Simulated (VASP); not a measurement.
# CdGeS2 (P4/mmm) in VASP: single point with PBE

Aim: the single point of CdGeS2 with PBE.

Program: VASP 6.6.1. These are calculated values, not measurements. Logs are shortened: lines on timing, memory, paths and dates and some standing lists are left out, and cuts for length are marked.

### Step 1. The cell of the first run

It takes space group P4/mmm (No. 123, tetragonal). The conventional cell has a = 4.871 Å, b = 4.871 Å, c = 3.448 Å, α = 90.00°, β = 90.00°, γ = 90.00°. Cd (site symmetry 4/mmm) has 8 S at 2.98 Å and 2 Cd at 3.45 Å and 8 Ge at 3.85 Å within 3.9 Å. Ge (site symmetry 4/mmm) has 4 S at 2.44 Å within 3.2 Å. Within 3.2 Å of S (site symmetry mmm) lie 2 Ge at 2.44 Å and 4 Cd at 2.98 Å.

### Step 2. Single point, PBE

Contents of POSCAR:

```
CdGeS2
1.0
    4.8705799173      0.0000000000      0.0000000000
    0.0000000000      4.8705799173      0.0000000000
    0.0000000000      0.0000000000      3.4475270157
Cd Ge S
1 1 2
Direct
    0.5000000000      0.5000000000      0.5000000000
    0.0000000000      0.0000000000      0.0000000000
    0.5000000000      0.0000000000      0.0000000000
    0.0000000000      0.5000000000      0.0000000000
```

Contents of INCAR.step1:

```
SYSTEM = CdGeS2
ALGO = Fast
EDIFF = 1E-6
ENCUT = 520
GGA = PE
ISIF = 2
ISMEAR = 0
LASPH = .True.
LCHARG = .True.
LREAL = .False.
LWAVE = .False.
NBANDS = 27
NELM = 60
PREC = Accurate
SIGMA = 0.1
```

Contents of KPOINTS.step1:

```
k-points
0
Gamma
  10 10 14
  0 0 0
```

Contents of INCAR.step2:

```
SYSTEM = CdGeS2
ALGO = Fast
EDIFF = 1E-6
ENCUT = 520
GGA = PE
ICHARG = 11
ISIF = 2
ISMEAR = -5
LASPH = .True.
LCHARG = .False.
LORBIT = 11
LREAL = .False.
LWAVE = .False.
NEDOS = 2001
NELM = 60
PREC = Accurate
SIGMA = 0.1
```

Contents of KPOINTS.step2:

```
k-points
0
Gamma
  15 15 21
  0 0 0
```

Potentials or basis: VASP PAW PBE potentials, release 64 (Cd, Ge_d, S).

Run with:

```
cat potpaw_PBE.64/Cd/POTCAR potpaw_PBE.64/Ge_d/POTCAR potpaw_PBE.64/S/POTCAR > POTCAR
cp INCAR.step1 INCAR
cp KPOINTS.step1 KPOINTS
mpirun -np 1 vasp_std > vasp.out
cp INCAR.step2 INCAR
cp KPOINTS.step2 KPOINTS
mpirun -np 1 vasp_std > vasp.out
```

OUTCAR:

```text
SYSTEM = CdGeS2
   EDIFF = 1E-6
   ENCUT = 520
   GGA = PE
   ICHARG = 11
   ISIF = 2
   ISMEAR = -5
   LASPH = .True.
   LORBIT = 11
   LREAL = .False.
   NELM = 60
   PREC = Accurate

 ion  position               nearest neighbor table
   1  0.500  0.500  0.500-   3 2.98   4 2.98   3 2.98   4 2.98   3 2.98   3 2.98   4 2.98   4 2.98

   2  0.000  0.000  0.000-   3 2.44   4 2.44   4 2.44   3 2.44
   3  0.500  0.000  0.000-   2 2.44   2 2.44   1 2.98   1 2.98   1 2.98   1 2.98
   4  0.000  0.500  0.000-   2 2.44   2 2.44   1 2.98   1 2.98   1 2.98   1 2.98

  LATTYP: Found a simple tetragonal cell.
 ALAT       =     4.8705799173
 C/A-ratio  =     0.7078268038

  Lattice vectors:

 A1 = (   4.8705799173,   0.0000000000,   0.0000000000)
 A2 = (   0.0000000000,   4.8705799173,   0.0000000000)
 A3 = (   0.0000000000,   0.0000000000,   3.4475270157)

Analysis of symmetry for initial positions (statically):
=====================================================================
 Subroutine PRICEL returns:
 Original cell was already a primitive cell.

 Routine SETGRP: Setting up the symmetry group for a
 simple tetragonal supercell.

 Subroutine GETGRP returns: Found 16 space group operations
 (whereof 16 operations were pure point group operations)
 out of a pool of 16 trial point group operations.

The static configuration has the point symmetry D_4h.

Analysis of symmetry for dynamics (positions and initial velocities):
=====================================================================
 Subroutine PRICEL returns:
 Original cell was already a primitive cell.

 Routine SETGRP: Setting up the symmetry group for a
 simple tetragonal supercell.

 Subroutine GETGRP returns: Found 16 space group operations
 (whereof 16 operations were pure point group operations)
 out of a pool of 16 trial point group operations.

The dynamic configuration has the point symmetry D_4h.

 Subroutine INISYM returns: Found 16 space group operations
 (whereof 16 operations are pure point group operations),
 and found     1 'primitive' translations

----------------------------------------------------------------------------------------

                                     Primitive cell

  volume of cell :      81.7841

  direct lattice vectors                    reciprocal lattice vectors
     4.870579917  0.000000000  0.000000000     0.205314360  0.000000000  0.000000000
     0.000000000  4.870579917  0.000000000     0.000000000  0.205314360  0.000000000
     0.000000000  0.000000000  3.447527016     0.000000000  0.000000000  0.290062992

  length of vectors
     4.870579917  4.870579917  3.447527016     0.205314360  0.205314360  0.290062992

  position of ions in fractional coordinates (direct lattice)
     0.500000000  0.500000000  0.500000000
     0.000000000  0.000000000  0.000000000
     0.500000000  0.000000000  0.000000000
     0.000000000  0.500000000  0.000000000

  ion indices of the primitive-cell ions
   primitive index   ion index
                 1           1
                 2           2
                 3           3
                 4           4

----------------------------------------------------------------------------------------

 KPOINTS: k-points

Automatic generation of k-mesh.
 Grid dimensions read from file:
 generate k-points for:   15   15   21

 Generating k-lattice:

  Cartesian coordinates                     Fractional coordinates (reciprocal lattice)
     0.013687624  0.000000000  0.000000000     0.066666667  0.000000000  0.000000000
     0.000000000  0.013687624  0.000000000     0.000000000  0.066666667  0.000000000
     0.000000000  0.000000000  0.013812523     0.000000000  0.000000000  0.047619048

  Length of vectors
     0.013687624  0.013687624  0.013812523

  Shift w.r.t. Gamma in fractional coordinates (k-lattice)
     0.000000000  0.000000000  0.000000000

 TETIRR: Found   7051 inequivalent tetrahedra from    28350

 Subroutine IBZKPT returns following result:
 ===========================================

 Found    396 irreducible k-points:

 Following reciprocal coordinates:
            Coordinates               Weight
  0.000000  0.000000  0.000000      1.000000
  0.066667  0.000000  0.000000      4.000000
  0.133333  0.000000  0.000000      4.000000
  0.200000  0.000000  0.000000      4.000000
  0.266667  0.000000  0.000000      4.000000
  0.333333  0.000000  0.000000      4.000000
[... 16 lines left out ...]
  0.266667  0.200000  0.000000      8.000000
  0.333333  0.200000  0.000000      8.000000
 [... further k-points ...]
   k-points           NKPTS =    396   k-points in BZ     NKDIM =    396   number of bands    NBANDS=     23
   number of dos      NEDOS =   2001   number of ions     NIONS =      4
   total plane-waves  NPLWV =  36288
   dimension x,y,z NGX =    36 NGY =   36 NGZ =   28
   dimension x,y,z NGXF=    72 NGYF=   72 NGZF=   56
   ions per type =               1   1   2
   NGX,Y,Z   is equivalent  to a cutoff of  12.29, 12.29, 13.50 a.u.
   NGXF,Y,Z  is equivalent  to a cutoff of  24.58, 24.58, 27.00 a.u.
 SYSTEM =  CdGeS2
   PREC   = accura    normal or accurate (medium, high low for compatibility)
   ISTART =      0    job   : 0-new  1-cont  2-samecut
   ICHARG =     11    charge: 1-file 2-atom 10-const
   ISPIN  =      1    spin polarized calculation?
   LNONCOLLINEAR =      F non collinear calculations
   LSORBIT =      F    spin-orbit coupling
   LASPH  =      T    aspherical Exc in radial PAW
   ENCUT  =  520.0 eV  38.22 Ry    6.18 a.u.   9.06  9.06  6.41*2*pi/ulx,y,z
   NELM   =     60;   NELMIN=  2; NELMDL=  0     # of ELM steps
   EDIFF  = 0.1E-05   stopping-criterion for ELM
   LREAL  =      F    real-space projection
   EDIFFG = 0.1E-04   stopping-criterion for IOM
   NSW    =      0    number of steps for IOM
   IBRION =     -1    ionic relax: 0-MD 1-quasi-New 2-CG
   NFREE  =      0    steps in history (QN), initial steepest desc. (CG)
   ISIF   =      2    stress and relaxation
   ISYM   =      2    0-nonsym 1-usesym 2-fastsym
   POTIM  = 0.5000    time-step for ionic-motion
   TEBEG  =    0.0;   TEEND  =   0.0 temperature during run
   PSTRESS=    0.0 pullay stress
   NELECT =      38.0000    total number of electrons
   NUPDOWN=      -1.0000    fix difference up-down
   EMIN   =  10.00;   EMAX   =-10.00  energy-range for DOS
   EFERMI =   0.00;   METHOD = LEGACY
   ISMEAR =    -5;   SIGMA  =   0.10  broadening in eV -4-tet -1-fermi 0-gaus
   EFERMI_NEDOS =   21; number of points for ismear=-14 and -15
   IALGO  =     68    algorithm
   IMIX   =      4    mixing-type and parameters
     AMIX     =   0.40;   BMIX     =  1.00
     AMIX_MAG =   1.60;   BMIX_MAG =  1.00
  volume/ion in A,a.u.               =      20.45       137.98
  Fermi-wavevector in a.u.,A,eV,Ry     =   1.267982  2.396138 21.875146  1.607778
  Thomas-Fermi vector in A             =   2.401101
   LORBIT       =     11    0 simple, 1 ext, 2 COOP (PROOUT), +10 PAW based schemes
   GGA     = PE    functional components
   LHFCALC =     F    Hartree Fock is set to
   AEXX    =    0.0000 exact exchange contribution
   IVDW    =     0    specifies the selected vdW correction
   LEPSILON=     F    determine dielectric tensor
   LRPA    =     F    only Hartree local field effects (RPA)
 non-spin polarized calculation
 RMM-DIIS sequential band-by-band and
 Fermi weights with tetrahedron method with Bloechl corrections
  energy-cutoff  :      520.00
  volume of cell :       81.78
 maximum number of plane-waves:      2242

 number of electron      37.9999975 magnetization

 Free energy of the ion-electron system (eV)
  ---------------------------------------------------
  ext. energy  EPLUGINS =         0.00000000
  ---------------------------------------------------
  free energy    TOTEN  =       -13.51584092 eV

  energy without entropy =      -13.51584092  energy(sigma->0) =      -13.51584092

 E-fermi :   4.3754     XC(G=0): -10.3244

 val. band max:        4.4130829633   @ k =   0.3333   0.3333   0.4762
 cond. band min:       4.3534320201   @ k =   0.2000   0.2000   0.3810
 fundamental gap:     -0.0596509433
 Fermi energy:         4.3753829235

 k-point     1 :       0.0000    0.0000    0.0000
  band No.  band energies     occupation
      1     -20.4353      2.00000
      2     -20.4332      2.00000
      3     -20.3969      2.00000
      4     -20.3969      2.00000
      5     -20.3847      2.00000
      6      -9.9096      2.00000
[... 15 lines left out ...]
     22       9.5750      0.00000
     23       9.8329      0.00000

 k-point     2 :       0.0667    0.0000    0.0000
  band No.  band energies     occupation
      1     -20.4352      2.00000
      2     -20.4330      2.00000
      3     -20.3969      2.00000
      4     -20.3969      2.00000
      5     -20.3847      2.00000
      6      -9.8898      2.00000
[... 15 lines left out ...]
     22       9.6111      0.00000
     23       9.8533      0.00000

 k-point     3 :       0.1333    0.0000    0.0000
  band No.  band energies     occupation
      1     -20.4351      2.00000
      2     -20.4326      2.00000
      3     -20.3970      2.00000
      4     -20.3969      2.00000
      5     -20.3848      2.00000
      6      -9.8307      2.00000
[... 15 lines left out ...]
     22       9.8209      0.00000
     23       9.9059      0.00000

 k-point     4 :       0.2000    0.0000    0.0000
  band No.  band energies     occupation
      1     -20.4350      2.00000
      2     -20.4318      2.00000
      3     -20.3970      2.00000
      4     -20.3969      2.00000
      5     -20.3848      2.00000
      6      -9.7337      2.00000
[... 15 lines left out ...]
     22       9.9487      0.00000
     23      10.1386      0.00000

 k-point     5 :       0.2667    0.0000    0.0000
  band No.  band energies     occupation
      1     -20.4349      2.00000
      2     -20.4308      2.00000
      3     -20.3971      2.00000
      4     -20.3969      2.00000
      5     -20.3849      2.00000
      6      -9.6013      2.00000
[... 15 lines left out ...]
     22       9.7510      0.00000
     23       9.9040      0.00000

 k-point     6 :       0.3333    0.0000    0.0000
  band No.  band energies     occupation
      1     -20.4349      2.00000
      2     -20.4299      2.00000
      3     -20.3971      2.00000
      4     -20.3969      2.00000
      5     -20.3849      2.00000
      6      -9.4380      2.00000
[... 15 lines left out ...]
     22       8.7666      0.00000
     23       9.5569      0.00000

 k-point     7 :       0.4000    0.0000    0.0000
  band No.  band energies     occupation
      1     -20.4348      2.00000
      2     -20.4292      2.00000
      3     -20.3971      2.00000
      4     -20.3969      2.00000
      5     -20.3850      2.00000
      6      -9.2527      2.00000
[... 353 lines left out ...]
     22       8.4179      0.00000
     23       9.1100      0.00000

 k-point    21 :       0.4667    0.1333    0.0000
  band No.  band energies     occupation
      1     -20.4343      2.00000
      2     -20.4284      2.00000
      3     -20.3971      2.00000
      4     -20.3969      2.00000
      5     -20.3851      2.00000
      6      -9.0143      2.00000
[... 15 lines left out ...]
     22       8.3535      0.00000
     23       8.6950      0.00000

 k-point    22 :       0.2000    0.2000    0.0000
  band No.  band energies     occupation
      1     -20.4344      2.00000
      2     -20.4307      2.00000
      3     -20.3970      2.00000
      4     -20.3970      2.00000
      5     -20.3849      2.00000
      6      -9.5646      2.00000
[... 15 lines left out ...]
     22       9.8346      0.00000
     23      10.4050      0.00000

 k-point    23 :       0.2667    0.2000    0.0000
  band No.  band energies     occupation
      1     -20.4341      2.00000
      2     -20.4299      2.00000
      3     -20.3970      2.00000
      4     -20.3970      2.00000
      5     -20.3850      2.00000
      6      -9.4383      2.00000
[... 15 lines left out ...]
     22       9.4792      0.00000
     23       9.9393      0.00000

 k-point    24 :       0.3333    0.2000    0.0000
  band No.  band energies     occupation
      1     -20.4340      2.00000
      2     -20.4291      2.00000
      3     -20.3971      2.00000
      4     -20.3970      2.00000
      5     -20.3851      2.00000
      6      -9.2834      2.00000
[... 15 lines left out ...]
     22       8.5464      0.00000
     23       9.6271      0.00000

 [... further k-points ...]

------------------------ aborting loop because EDIFF is reached ----------------------------------------

  FORCE on cell =-STRESS in cart. coord.  units (eV):
  Direction    XX          YY          ZZ          XY          YZ          ZX
  --------------------------------------------------------------------------------------
  -------------------------------------------------------------------------------------
  Total        0.1208523      0.1208523      0.1881032      0.0000000     -0.0000000      0.0000000
  in kB        2.3675345      2.3675345      3.6850030      0.0000000     -0.0000000      0.0000000
  external PRESSURE =       2.8066906 kB  Pullay stress =       0.0000000 kB

 VOLUME and BASIS-vectors are now :
 -----------------------------------------------------------------------------
  energy-cutoff  :      520.00
  volume of cell :       81.78
      direct lattice vectors                 reciprocal lattice vectors
     4.870579917  0.000000000  0.000000000     0.205314360  0.000000000  0.000000000
     0.000000000  4.870579917  0.000000000     0.000000000  0.205314360  0.000000000
     0.000000000  0.000000000  3.447527016     0.000000000  0.000000000  0.290062992

 POSITION                                       TOTAL-FORCE (eV/Angst)
 -----------------------------------------------------------------------------------
      2.43529      2.43529      1.72376         0.000000      0.000000      0.000000
      0.00000      0.00000      0.00000         0.000000      0.000000      0.000000
      2.43529      0.00000      0.00000         0.000000      0.000000      0.000000
      0.00000      2.43529      0.00000         0.000000      0.000000      0.000000
 -----------------------------------------------------------------------------------
    total drift:                                0.000000      0.000000      0.000000

  FREE ENERGIE OF THE ION-ELECTRON SYSTEM (eV)
  ---------------------------------------------------
  free  energy   TOTEN  =       -13.5158409151 eV

  energy  without entropy=      -13.5158409151  energy(sigma->0) =      -13.51584092

 total charge

# of ion       s       p       d       tot
------------------------------------------
    1        0.382   0.175   9.577  10.133
    2        1.226   0.885  10.065  12.176
    3        1.361   2.319   0.000   3.680
    4        1.361   2.319   0.000   3.680
--------------------------------------------------
tot          4.329   5.699  19.642  29.669
```

Run time: 24 min. Hardware: 1 thread of Oxide Virtual Turin-like, shared host; peak memory 0.77 GiB.

Results:

| Quantity | Value |
| --- | --- |
| Valence electrons inside the program's atomic spheres | Cd 10.13; Ge 12.18; S 3.68 |
